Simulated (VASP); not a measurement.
BaTiO3:

```
CELL_PARAMETERS angstrom
2.84000 1.63967 2.26864
-2.84000 1.63967 2.26864
0.00000 -3.27935 2.26864
ATOMIC_POSITIONS crystal
Ba 0.99890 0.99890 0.99890
Ti 0.48810 0.48810 0.48810
O 0.50816 0.50816 0.01587
O 0.01587 0.50816 0.50816
O 0.50816 0.01587 0.50816
```

This cell differs from its parent crystal: uniaxial z strain -2.7%.

Base run:

| Property | Result |
| --- | --- |
| Program | VASP 6.6.1 |
| Functional | PBE |
| Potentials or basis | VASP PAW PBE potentials, release 64 (Ba_sv, Ti_sv, O) |
| Cutoff | 520 eV |
| k mesh | 6 × 6 × 6 |
| Occupations | fermi-dirac, width 0.02 eV |
| Spin | no spin polarisation |

Its results: band gap on the k mesh 2.23 eV (least direct gap 2.60 eV); pressure 8.2 GPa; largest force 0.100 eV/Å.

**Question.** The run is repeated on the same cell with these changes: functional from PBE to r2SCAN; occupations from fermi-dirac, width 0.02 eV to gaussian, width 0.01 eV. What comes out?

**Answer.** Band gap on the k mesh 2.62 eV (least direct gap 2.98 eV); pressure 5.3 GPa; largest force 0.147 eV/Å.

Caveats: the cell stands under pressure; spin-orbit coupling is left out, which moves the levels of the heavy elements; the PAW data sets were made with another functional, which shifts forces and pressure a little (at least some runs).

A k mesh can miss the band edges.
